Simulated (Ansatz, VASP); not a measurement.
**GaSb in VASP and in Ansatz**

Contents of INCAR:

```
  PREC = Accurate
  ENCUT = 520
  EDIFF = 1E-6
  ISMEAR = 0
  SIGMA = 0.15
  LREAL = False
  LASPH = True
  NELM = 60
  ALGO = Normal
  ISIF = 2
  LWAVE = False
  LCHARG = False
  GGA = PS
  NBANDS = 16
```

KPOINTS

```
Automatic mesh
0
Gamma
  14 14 14
```

The input POSCAR:

```
GaSb
1.0
    0.0000000000      3.0590000000      3.0590000000
    3.1507700000      0.0000000000      3.0590000000
    3.1507700000      3.0590000000      0.0000000000
Ga Sb
1 1
Direct
    0.0000000000      0.0000000000      0.0000000000
    0.7500000000      0.7500000000      0.7500000000
```

Input for Ansatz:

```yaml
crystal:
  lattice:
    - [0.0, 3.059, 3.059]
    - [3.15077, 0.0, 3.059]
    - [3.15077, 3.059, 0.0]
  atoms:
    - { symbol: Ga, position: [0.0, 0.0, 0.0] }
    - { symbol: Sb, position: [0.75, 0.75, 0.75] }
basis:
  ecutwfc: 420
kpoints:
  mp_grid: { grid: [14, 14, 14] }
hamiltonian:
  xc: pbesol
scf:
  occupations: { method: gaussian, width: 0.15 }
output:
  forces: true
  stress: true
  eigenvalues: true
```

Change from the starting cell: strain +0.0300 x Voigt [1, 0, 0, 0, 0, 0], atoms carried along.

Alike in both runs: task single point; functional PBEsol; k mesh 14 × 14 × 14; occupations gaussian, width 0.15 eV; no spin polarisation.

|  | VASP | Ansatz |
| --- | --- | --- |
| version | VASP 6.6.1 | Ansatz 0.2.0 |
| potentials or method | VASP PAW PBE potentials, release 64 (Ga_d, Sb), cutoff 520 eV | scalar-relativistic, plane waves, PAW |
| valence electrons in the cell | 18 | 28 |

|  | VASP | Ansatz | Ansatz less VASP |
| --- | --- | --- | --- |
| gap on the k mesh at the Fermi level (eV) | none | none | - |
| pressure (GPa) | -1.5 | -1.6 | -0.09 |
| traceless stress, the component that is largest in VASP (GPa) | -0.90 | -0.90 | -0.001 |

VASP's potentials were made for PBE, not for PBEsol. A gap of «none» marks a metal or a gap that the smearing closes. With one functional, cell and mesh, what is left measures potentials, basis and numerics. VASP's potentials hold 18 valence electrons a cell and Ansatz's 28, so a difference there can come from the potentials and not from the codes.

Neither program's run includes spin-orbit coupling.
